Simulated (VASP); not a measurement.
# CdF2 (Fm-3m) in VASP: further runs

The runs below take CdF2 through relaxation of cell and atoms, with r2SCAN.

Everything below comes from runs of VASP 6.6.1. Logs are shortened: lines on timing, memory, paths and dates and some standing lists are left out, and cuts for length are marked.

## Step 1: The cell of the first run

Symmetry: Fm-3m, No. 225, cubic system. The conventional cell has a = 5.388 Å, b = 5.388 Å, c = 5.388 Å, α = 90.00°, β = 90.00°, γ = 90.00°. Within 3.1 Å of Cd (site symmetry m-3m) lie 8 F at 2.33 Å. F (site symmetry -43m) has 4 Cd at 2.33 Å and 6 F at 2.69 Å within 3.1 Å.

## Step 2: Relaxation of cell and atoms, r2SCAN

The input, POSCAR:

```
CdF2
1.0
    0.0000000000      2.6940000000      2.6940000000
    2.6940000000      0.0000000000      2.6940000000
    2.6940000000      2.6940000000      0.0000000000
Cd F
1 2
Direct
    0.0000000000      0.0000000000      0.0000000000
    0.2500000000      0.2500000000      0.2500000000
    0.7500000000      0.7500000000      0.7500000000
```

The input, INCAR.step1:

```
  PREC = Accurate
  ENCUT = 600
  ISMEAR = 0
  SIGMA = 0.02
  LREAL = False
  LASPH = True
  NELM = 100
  GGA = PE
  ALGO = Normal
  EDIFF = 1E-4
  LWAVE = True
  LCHARG = False
```

The input, INCAR.step2:

```
  PREC = Accurate
  ENCUT = 600
  EDIFF = 1E-6
  ISMEAR = 0
  SIGMA = 0.02
  LREAL = False
  LASPH = True
  NELM = 100
  ALGO = Normal
  ISIF = 3
  LWAVE = False
  LCHARG = False
  METAGGA = R2SCAN
  LMIXTAU = True
  IBRION = 2
  NSW = 100
  EDIFFG = -0.005
  ISTART = 1
```

The input, KPOINTS:

```
regular mesh
0
Gamma
  8 8 8
```

Potentials or basis: VASP PAW PBE potentials, release 64 (Cd, F).

Launch:

```console
cat potpaw_PBE.64/Cd/POTCAR potpaw_PBE.64/F/POTCAR > POTCAR
cp INCAR.step1 INCAR
mpirun -np 1 vasp_std > vasp.out
cp INCAR.step2 INCAR
mpirun -np 1 vasp_std > vasp.out
```

OUTCAR:

```text
PREC = Accurate
   ENCUT = 600
   EDIFF = 1E-6
   ISMEAR = 0
   LREAL = False
   LASPH = True
   NELM = 100
   ISIF = 3
   METAGGA = R2SCAN
   IBRION = 2
   NSW = 100
   EDIFFG = -0.005
   ISTART = 1

 ion  position               nearest neighbor table
   1  0.000  0.000  0.000-   3 2.33   3 2.33   3 2.33   2 2.33   3 2.33   2 2.33   2 2.33   2 2.33

   2  0.250  0.250  0.250-   1 2.33   1 2.33   1 2.33   1 2.33
   3  0.750  0.750  0.750-   1 2.33   1 2.33   1 2.33   1 2.33

  LATTYP: Found a face centered cubic cell.
 ALAT       =     5.3880000000

  Lattice vectors:

 A1 = (   0.0000000000,   2.6940000000,   2.6940000000)
 A2 = (   2.6940000000,   0.0000000000,   2.6940000000)
 A3 = (   2.6940000000,   2.6940000000,   0.0000000000)

Analysis of symmetry for initial positions (statically):
=====================================================================
 Subroutine PRICEL returns:
 Original cell was already a primitive cell.

 Routine SETGRP: Setting up the symmetry group for a
 face centered cubic supercell.

 Subroutine GETGRP returns: Found 48 space group operations
 (whereof 48 operations were pure point group operations)
 out of a pool of 48 trial point group operations.

The static configuration has the point symmetry O_h .

Analysis of symmetry for dynamics (positions and initial velocities):
=====================================================================
 Subroutine PRICEL returns:
 Original cell was already a primitive cell.

 Routine SETGRP: Setting up the symmetry group for a
 face centered cubic supercell.

 Subroutine GETGRP returns: Found 48 space group operations
 (whereof 48 operations were pure point group operations)
 out of a pool of 48 trial point group operations.

The dynamic configuration has the point symmetry O_h .

 Subroutine INISYM returns: Found 48 space group operations
 (whereof 48 operations are pure point group operations),
 and found     1 'primitive' translations

----------------------------------------------------------------------------------------

                                     Primitive cell

  volume of cell :      39.1041

  direct lattice vectors                    reciprocal lattice vectors
     0.000000000  2.694000000  2.694000000    -0.185597624  0.185597624  0.185597624
     2.694000000  0.000000000  2.694000000     0.185597624 -0.185597624  0.185597624
     2.694000000  2.694000000  0.000000000     0.185597624  0.185597624 -0.185597624

  length of vectors
     3.809891337  3.809891337  3.809891337     0.321464515  0.321464515  0.321464515

  position of ions in fractional coordinates (direct lattice)
     0.000000000  0.000000000  0.000000000
     0.250000000  0.250000000  0.250000000
     0.750000000  0.750000000  0.750000000

  ion indices of the primitive-cell ions
   primitive index   ion index
                 1           1
                 2           2
                 3           3

----------------------------------------------------------------------------------------

 KPOINTS: regular mesh

Automatic generation of k-mesh.
 Grid dimensions read from file:
 generate k-points for:    8    8    8

 Generating k-lattice:

  Cartesian coordinates                     Fractional coordinates (reciprocal lattice)
    -0.023199703  0.023199703  0.023199703     0.125000000  0.000000000  0.000000000
     0.023199703 -0.023199703  0.023199703     0.000000000  0.125000000  0.000000000
     0.023199703  0.023199703 -0.023199703     0.000000000  0.000000000  0.125000000

  Length of vectors
     0.040183064  0.040183064  0.040183064

  Shift w.r.t. Gamma in fractional coordinates (k-lattice)
     0.000000000  0.000000000  0.000000000

 Subroutine IBZKPT returns following result:
 ===========================================

 Found     29 irreducible k-points:

 Following reciprocal coordinates:
            Coordinates               Weight
  0.000000  0.000000  0.000000      1.000000
  0.125000  0.000000  0.000000      8.000000
  0.250000  0.000000  0.000000      8.000000
  0.375000  0.000000  0.000000      8.000000
  0.500000  0.000000  0.000000      4.000000
  0.125000  0.125000  0.000000      6.000000
[... 16 lines left out ...]
  0.500000  0.250000  0.125000     48.000000
 -0.375000  0.250000  0.125000     24.000000
 [... further k-points ...]
   k-points           NKPTS =     29   k-points in BZ     NKDIM =     29   number of bands    NBANDS=     17
   number of dos      NEDOS =    301   number of ions     NIONS =      3
   total plane-waves  NPLWV =  27000
   dimension x,y,z NGX =    30 NGY =   30 NGZ =   30
   dimension x,y,z NGXF=    60 NGYF=   60 NGZF=   60
   ions per type =               1   2
   NGX,Y,Z   is equivalent  to a cutoff of  13.09, 13.09, 13.09 a.u.
   NGXF,Y,Z  is equivalent  to a cutoff of  26.18, 26.18, 26.18 a.u.
 SYSTEM =  unknown system
   PREC   = accura    normal or accurate (medium, high low for compatibility)
   ISTART =      1    job   : 0-new  1-cont  2-samecut
   ICHARG =      0    charge: 1-file 2-atom 10-const
   ISPIN  =      1    spin polarized calculation?
   LNONCOLLINEAR =      F non collinear calculations
   LSORBIT =      F    spin-orbit coupling
   LASPH  =      T    aspherical Exc in radial PAW
   ENCUT  =  600.0 eV  44.10 Ry    6.64 a.u.   7.61  7.61  7.61*2*pi/ulx,y,z
   NELM   =    100;   NELMIN=  2; NELMDL=  0     # of ELM steps
   EDIFF  = 0.1E-05   stopping-criterion for ELM
   LREAL  =      F    real-space projection
   EDIFFG = -.5E-02   stopping-criterion for IOM
   NSW    =    100    number of steps for IOM
   IBRION =      2    ionic relax: 0-MD 1-quasi-New 2-CG
   NFREE  =      1    steps in history (QN), initial steepest desc. (CG)
   ISIF   =      3    stress and relaxation
   ISYM   =      2    0-nonsym 1-usesym 2-fastsym
   POTIM  = 0.5000    time-step for ionic-motion
   TEBEG  =    0.0;   TEEND  =   0.0 temperature during run
   PSTRESS=    0.0 pullay stress
   NELECT =      26.0000    total number of electrons
   NUPDOWN=      -1.0000    fix difference up-down
   EMIN   =  10.00;   EMAX   =-10.00  energy-range for DOS
   EFERMI =   0.00;   METHOD = LEGACY
   ISMEAR =     0;   SIGMA  =   0.02  broadening in eV -4-tet -1-fermi 0-gaus
   EFERMI_NEDOS =   21; number of points for ismear=-14 and -15
   IALGO  =     38    algorithm
   IMIX   =      4    mixing-type and parameters
     AMIX     =   0.40;   BMIX     =  1.00
     AMIX_MAG =   1.60;   BMIX_MAG =  1.00
  volume/ion in A,a.u.               =      13.03        87.96
  Fermi-wavevector in a.u.,A,eV,Ry     =   1.428867  2.700166 27.778468  2.041660
  Thomas-Fermi vector in A             =   2.548882
   LORBIT       =      0    0 simple, 1 ext, 2 COOP (PROOUT), +10 PAW based schemes
   METAGGA = R2SCAN    functional components
   LHFCALC =     F    Hartree Fock is set to
   AEXX    =    0.0000 exact exchange contribution
   IVDW    =     0    specifies the selected vdW correction
   LEPSILON=     F    determine dielectric tensor
   LRPA    =     F    only Hartree local field effects (RPA)
 conjugate gradient relaxation of ions
 non-spin polarized calculation
 Gauss-broadening in eV      SIGMA  =   0.02
  energy-cutoff  :      600.00
  volume of cell :       39.10
 maximum number of plane-waves:      1323
   NGX = 15   NGY = 15   NGZ = 15

--------------------------------------- Ionic step        1  -------------------------------------------

 number of electron      25.9999977 magnetization

 Free energy of the ion-electron system (eV)
  ---------------------------------------------------
  ext. energy  EPLUGINS =         0.00000000
  ---------------------------------------------------
  free energy    TOTEN  =       -33.72424842 eV

  energy without entropy =      -33.72424842  energy(sigma->0) =      -33.72424842

------------------------ aborting loop because EDIFF is reached ----------------------------------------

  FORCE on cell =-STRESS in cart. coord.  units (eV):
  Direction    XX          YY          ZZ          XY          YZ          ZX
  --------------------------------------------------------------------------------------
  -------------------------------------------------------------------------------------
  Total        0.1984580      0.1984580      0.1984580     -0.0000000     -0.0000000      0.0000000
  in kB        8.1312323      8.1312323      8.1312323     -0.0000000     -0.0000000      0.0000000
  external PRESSURE =       8.1312323 kB  Pullay stress =       0.0000000 kB
[... 59 lines left out ...]
  energy  without entropy=      -33.7248331944  energy(sigma->0) =      -33.72483319

--------------------------------------- Ionic step        3  -------------------------------------------

 number of electron      25.9999977 magnetization

 Free energy of the ion-electron system (eV)
  ---------------------------------------------------
  ext. energy  EPLUGINS =         0.00000000
  ---------------------------------------------------
  free energy    TOTEN  =       -33.72492791 eV

  energy without entropy =      -33.72492791  energy(sigma->0) =      -33.72492791

 E-fermi :  -1.7571     XC(G=0): -11.0081

 val. band max:       -1.9230453351   @ k =  -0.2500   0.5000   0.2500
 cond. band min:       1.8045566188   @ k =   0.0000   0.0000   0.0000
 fundamental gap:      3.7276019539
 Fermi energy:        -1.7570507294

 k-point     1 :       0.0000    0.0000    0.0000
  band No.  band energies     occupation
      1     -23.8242      2.00000
      2     -22.7761      2.00000
      3      -7.5299      2.00000
      4      -7.5299      2.00000
      5      -7.5299      2.00000
      6      -6.3223      2.00000
[... 9 lines left out ...]
     16      11.6548      0.00000
     17      11.6548      0.00000
[... 443 lines left out ...]
      1     -23.2876      2.00000
      2     -23.2541      2.00000
      3      -7.0716      2.00000
      4      -6.9653      2.00000
      5      -6.3777      2.00000
      6      -6.3577      2.00000
[... 9 lines left out ...]
     16      11.9626      0.00000
     17      12.8509      0.00000

 [... further k-points ...]

------------------------ aborting loop because EDIFF is reached ----------------------------------------

  FORCE on cell =-STRESS in cart. coord.  units (eV):
  Direction    XX          YY          ZZ          XY          YZ          ZX
  --------------------------------------------------------------------------------------
  -------------------------------------------------------------------------------------
  Total        0.0019671      0.0019671      0.0019671      0.0000000     -0.0000000     -0.0000000
  in kB        0.0800384      0.0800384      0.0800384      0.0000000     -0.0000000     -0.0000000
  external PRESSURE =       0.0800384 kB  Pullay stress =       0.0000000 kB
[... 18 lines left out ...]
  FREE ENERGIE OF THE ION-ELECTRON SYSTEM (eV)
  ---------------------------------------------------
  free  energy   TOTEN  =       -33.7249279145 eV

  energy  without entropy=      -33.7249279145  energy(sigma->0) =      -33.72492791

 reached required accuracy - stopping structural energy minimisation
```

It took 1.8 min on 1 thread of Intel Xeon 6975P-C (Granite Rapids), shared host; peak memory 0.19 GiB.

Results:

* Free energy: -33.7249 eV
* Relaxed volume: 13.13 Å³/atom
* Relaxed cell: a = 3.819 Å, b = 3.819 Å, c = 3.819 Å, α = 60.00°, β = 60.00°, γ = 60.00°
* Space group after relaxing (to 0.1 Å): Fm-3m (No. 225)
* Energy gained by relaxing: 0.2 meV/atom
* Ionic steps: 3
* Pressure after relaxing: 0.0 GPa
* Band gap on the k mesh: 3.73 eV (least direct gap 4.24 eV)

Step by step:
```csv
step,energy change (eV),largest force (eV/Å),pressure (GPa),volume (Å³)
1,0.0000,0.0000,0.81,39.10
2,-0.0006,0.0000,-0.29,39.48
3,-0.0007,0.0000,0.01,39.38
```

Final structure:
```cif
data_structure
_symmetry_space_group_name_H-M 'P 1'
_symmetry_Int_Tables_number 1
_cell_length_a 3.8187
_cell_length_b 3.8187
_cell_length_c 3.8187
_cell_angle_alpha 60.000
_cell_angle_beta 60.000
_cell_angle_gamma 60.000
_cell_volume 39.38
loop_
_atom_site_label
_atom_site_type_symbol
_atom_site_fract_x
_atom_site_fract_y
_atom_site_fract_z
_atom_site_occupancy
Cd1 Cd 0.00000 0.00000 0.00000 1
F1 F 0.25000 0.25000 0.25000 1
F2 F 0.75000 0.75000 0.75000 1
```

Levels at points of the mesh, in eV from the valence-band top:
```csv
k point,band 9,band 10,band 11,band 12,band 13,band 14,band 15,band 16,band 17
"(0.00, 0.00, 0.00)",-0.97,-0.97,-0.51,-0.51,-0.51,3.73,13.58,13.58,13.58
"(0.50, 0.00, 0.00)",-2.25,-1.82,-1.82,-0.41,-0.41,7.93,9.68,15.53,15.53
"(0.50, 0.50, 0.00)",-2.93,-2.93,-0.50,-0.09,-0.09,8.82,10.51,12.17,15.24
```

Caveat: the PAW data sets were made with another functional, which shifts forces and pressure a little.

## Step 3: Relaxation of cell and atoms, r2SCAN, target pressure -3 GPa, at which the enthalpy is minimised

This run uses another cell than the first one, of 13.41 Å³/atom.

The input, POSCAR:

```
CdF2
1.0
    0.0000000000      2.7197861389      2.7197861389
    2.7197861389      0.0000000000      2.7197861389
    2.7197861389      2.7197861389      0.0000000000
Cd F
1 2
Direct
    0.0000000000      0.0000000000      0.0000000000
    0.2500000000      0.2500000000      0.2500000000
    0.7500000000      0.7500000000      0.7500000000
```

The input, INCAR.step1:

```
PREC = Accurate
ENCUT = 600
ISMEAR = 0
SIGMA = 0.02
LREAL = False
LASPH = True
NELM = 60
GGA = PE
ALGO = Normal
EDIFF = 1E-4
LWAVE = True
LCHARG = False
```

The input, INCAR.step2:

```
PREC = Accurate
ENCUT = 600
EDIFF = 1E-6
ISMEAR = 0
SIGMA = 0.02
LREAL = False
LASPH = True
NELM = 60
ALGO = Normal
ISIF = 3
LWAVE = False
LCHARG = False
METAGGA = R2SCAN
LMIXTAU = True
IBRION = 2
NSW = 70
EDIFFG = -0.008
PSTRESS = -30.0
ISTART = 1
```

The input, KPOINTS:

```
Automatic mesh
0
Gamma
  8 8 8
```

Potentials or basis: VASP PAW PBE potentials, release 64 (Cd, F).

Launch:

```console
cat potpaw_PBE.64/Cd/POTCAR potpaw_PBE.64/F/POTCAR > POTCAR
cp INCAR.step1 INCAR
mpirun -np 1 vasp_std > vasp.out
cp INCAR.step2 INCAR
mpirun -np 1 vasp_std > vasp.out
```

Run time: 77 s. Hardware: 1 thread of Intel Xeon 6975P-C (Granite Rapids), shared host; peak memory 0.2 GiB.

Results (log left out):

| Property | Result |
| --- | --- |
| Free energy | -33.7178 eV |
| Relaxed volume | 13.50 Å³/atom |
| Relaxed cell | a = 3.855 Å, b = 3.855 Å, c = 3.855 Å, α = 60.00°, β = 60.00°, γ = 60.00° |
| Space group after relaxing (to 0.1 Å) | Fm-3m (No. 225) |
| Energy change on relaxing (the run minimises the enthalpy) | +1.4 meV/atom |
| Ionic steps | 3 |
| Pressure after relaxing | -3.0 GPa |
| Band gap on the k mesh | 3.63 eV (least direct gap 4.17 eV) |

The path:
| step | energy change (eV) | largest force (eV/Å) | pressure (GPa) | volume (Å³) |
| --- | --- | --- | --- | --- |
| 1 | 0.0000 | 0.0000 | -2.36 | 40.24 |
| 2 | 0.0054 | 0.0000 | -3.14 | 40.55 |
| 3 | 0.0043 | 0.0000 | -3.00 | 40.49 |

Final structure:
```cif
data_structure
_symmetry_space_group_name_H-M 'P 1'
_symmetry_Int_Tables_number 1
_cell_length_a 3.8545
_cell_length_b 3.8545
_cell_length_c 3.8545
_cell_angle_alpha 60.000
_cell_angle_beta 60.000
_cell_angle_gamma 60.000
_cell_volume 40.49
loop_
_atom_site_label
_atom_site_type_symbol
_atom_site_fract_x
_atom_site_fract_y
_atom_site_fract_z
_atom_site_occupancy
Cd1 Cd 0.00000 0.00000 0.00000 1
F1 F 0.25000 0.25000 0.25000 1
F2 F 0.75000 0.75000 0.75000 1
```

Levels at points of the mesh, in eV from the valence-band top:
```tsv
k point	band 9	band 10	band 11	band 12	band 13	band 14	band 15	band 16	band 17
(0.00, 0.00, 0.00)	-0.90	-0.90	-0.55	-0.55	-0.55	3.63	13.43	13.43	13.43
(0.50, 0.00, 0.00)	-2.13	-1.72	-1.72	-0.42	-0.42	7.71	9.58	15.27	15.27
(0.50, 0.50, 0.00)	-2.79	-2.79	-0.45	-0.09	-0.09	8.58	10.34	12.10	14.97
```

Caveat: the cell is relaxed towards a set pressure, so the run minimises the enthalpy, not the energy; the PAW data sets were made with another functional, which shifts forces and pressure a little. A k mesh can miss the band edges.
